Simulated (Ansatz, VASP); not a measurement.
# Two plane-wave programs on NiCl3

The input INCAR:

```
PREC     = Accurate       # precision mode
ENCUT    = 520            # plane-wave cutoff, eV
EDIFF    = 1E-7           # SCF threshold, eV
ISMEAR   = 0              # smearing method
SIGMA    = 0.05           # smearing width, eV
LREAL    = False          # projectors in reciprocal space
LASPH    = True           # aspherical terms in the spheres
NELM     = 150            # most SCF steps
ALGO     = Normal         # electronic algorithm
ISIF     = 2              # what is computed and relaxed
LWAVE    = False          # write WAVECAR
LCHARG   = False          # write CHGCAR
ISPIN    = 2              # spin polarisation
MAGMOM   = 0.59 0 0 0     # initial moments
LORBIT   = 11             # projections on sites
LMAXMIX  = 4              # l up to which the mixer works
GGA      = PS             # functional
NBANDS   = 28             # bands
```

KPOINTS

```
regular mesh
0
Gamma
  6 6 6
```

POSCAR

```
NiCl3
1.0
    4.5851656774      0.0000000000      0.0000000000
    0.0000000000      4.5851656774      0.0000000000
    0.0000000000      0.0000000000      4.5851656774
Ni Cl
1 3
Direct
    0.0000000000      0.0000000000      0.0000000000
    0.5000000000      0.0000000000      0.0000000000
    0.0000000000      0.0000000000      0.5000000000
    0.0000000000      0.5000000000      0.0000000000
```

Input for Ansatz:

```yaml
crystal:
  lattice:
    - [4.5851656774, 0.0, 0.0]
    - [0.0, 4.5851656774, 0.0]
    - [0.0, 0.0, 4.5851656774]
  atoms:
    - { symbol: Ni, position: [0.0, 0.0, 0.0], spin: 0.59 }
    - { symbol: Cl, position: [0.5, 0.0, 0.0] }
    - { symbol: Cl, position: [0.0, 0.0, 0.5] }
    - { symbol: Cl, position: [0.0, 0.5, 0.0] }
basis:
  ecutwfc: 420
  ecutrho_ratio: 4
kpoints:
  mp_grid: { grid: [6, 6, 6] }
hamiltonian:
  xc: pbesol
scf:
  occupations: { method: gaussian, width: 0.05 }
output:
  forces: true
  stress: true
  eigenvalues: true
  populations: true
magnetization:
  spin_polarized: true
```

Alike in both runs: task single point; functional PBEsol; k mesh 6 × 6 × 6; occupations gaussian, width 0.05 eV; collinear spin.

```csv
,VASP,Ansatz
version,VASP 6.6.1,Ansatz 0.2.0
potentials or method,"VASP PAW PBE potentials, release 64 (Ni, Cl), cutoff 520 eV","scalar-relativistic, plane waves, PAW"
valence electrons in the cell,31,39
```

```tsv
	VASP	Ansatz	Ansatz less VASP
gap on the k mesh at the Fermi level (eV)	none	none	-
pressure (GPa)	-2.2	-2.2	+0.02
net moment per atom (μB)	0.04	0.05	+0.010
size of the moment on the site where the two differ most (μB)	0.12	0.14	+0.022
```

VASP's potentials were made for PBE, not for PBEsol. Site moments also hang on the region over which each program counts them. A gap of «none» marks a metal or a gap that the smearing closes. With one functional, cell and mesh, what is left measures potentials, basis and numerics. VASP's potentials hold 31 valence electrons a cell and Ansatz's 39, so a difference there can come from the potentials and not from the codes.
